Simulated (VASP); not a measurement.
Crystal: C3N.

```
C N
1.0
    -1.41567   -2.45201    0.00000
    -4.24701    2.45201    0.00000
     0.00000    0.00000   -4.97822
C N
6 2
Direct
  0.00000 0.66667 0.59103
  0.50000 0.16667 0.59103
  0.00000 0.66667 0.90897
  0.50000 0.16667 0.90897
  0.00000 0.33333 0.09103
  0.50000 0.83333 0.09103
  0.00000 0.33333 0.40897
  0.50000 0.83333 0.40897
```

```yaml
Program: VASP 6.6.1
Task: relaxation of cell and atoms
Functional: PBE
Dispersion: D3(BJ)
Potentials_or_basis: VASP PAW PBE potentials, release 64 (C, N)
Cutoff: 600 eV
k_mesh: 8 × 4 × 4
Occupations: gaussian, width 0.02 eV
Spin: no spin polarisation
```

At the start: pressure -57.2 GPa; volume 8.64 Å³/atom.

How do energy, volume and symmetry change on relaxing?

Over 80 steps the energy falls by 1851.0 meV/atom and the volume is 7.91 Å³/atom (-8.5 %); space group P3m1 (No. 156, to 0.1 Å) before, Cmm2 (No. 35, to 0.1 Å).

The path:
```
step  energy change (eV)  largest force (eV/Å)  pressure (GPa)  volume (Å³)
   1              0.0000                4.3833          -57.25        69.12
   3             -7.0595                5.6334          -13.81        50.37
   5             -3.1693                5.2034          106.29        39.41
   7             -8.0138                1.2902            8.76        45.98
   9             -8.0124                1.5311           -6.22        47.62
  11             -8.2415                1.0433           -1.40        47.04
  13             -7.5819                4.8274            1.23        47.59
  15             -8.5960                4.0136           -2.58        47.48
  17             -8.6026                3.8967           -2.62        47.47
  19             -8.6263                4.1051           -2.68        47.53
  21             -8.6611                4.4117           -2.63        47.61
  23             -8.8838                4.5067           -2.14        47.64
  25             -9.5577                3.5113            2.73        47.71
  27             -9.6746                2.8712            7.44        47.73
  29            -10.5581                2.1376            6.50        48.37
  31            -11.2749                1.7030            5.41        49.59
  33            -12.2309                1.3469           -3.97        51.82
  35            -12.5983                2.2938           16.51        51.34
  37            -13.0044                2.7342           25.50        52.21
  39            -13.4144                2.1689           33.54        54.17
  41            -13.5740                3.8268            1.84        61.05
  43            -14.2162                1.7819           12.69        58.27
  45            -14.6416                0.9219           -0.13        59.82
  47            -14.6981                0.4619            2.54        59.93
  49            -14.7203                0.3962            3.02        60.19
  51            -14.7672                0.5130            2.71        61.39
  53            -14.7875                0.2169            0.02        62.63
  55            -14.7909                0.1863            0.35        62.79
  57            -14.7957                0.0581            0.29        63.10
  59            -14.7960                0.0860            0.25        63.21
  61            -14.7969                0.0691           -0.30        63.37
  63            -14.7979                0.1096           -0.04        63.42
  65            -14.7985                0.0701            0.07        63.44
  67            -14.7993                0.0606           -0.21        63.47
  69            -14.7999                0.1439           -0.62        63.53
  71            -14.8011                0.1284           -0.56        63.51
  73            -14.8034                0.2262           -0.41        63.42
  75            -14.8073                0.0636            0.03        63.29
  77            -14.8078                0.0769            0.27        63.22
  79            -14.8082                0.0178            0.08        63.24
  80            -14.8082                0.0097            0.04        63.25
```

Final structure:
```
C N
1.0
    -1.21293   -2.10085    0.00000
    -5.37113    3.10103    0.03984
    -0.05096    0.02942   -4.20365
C N
6 2
Direct
  0.00000 0.75018 0.58360
  0.50000 0.25018 0.58360
  0.00000 0.75002 0.91791
  0.50000 0.25002 0.91791
  0.00000 0.24978 0.08188
  0.50000 0.74978 0.08188
  0.00000 0.25002 0.41661
  0.50000 0.75002 0.41661
```

Caveat: a cell axis changed by over 15 % at a fixed basis, so the end point is rough.
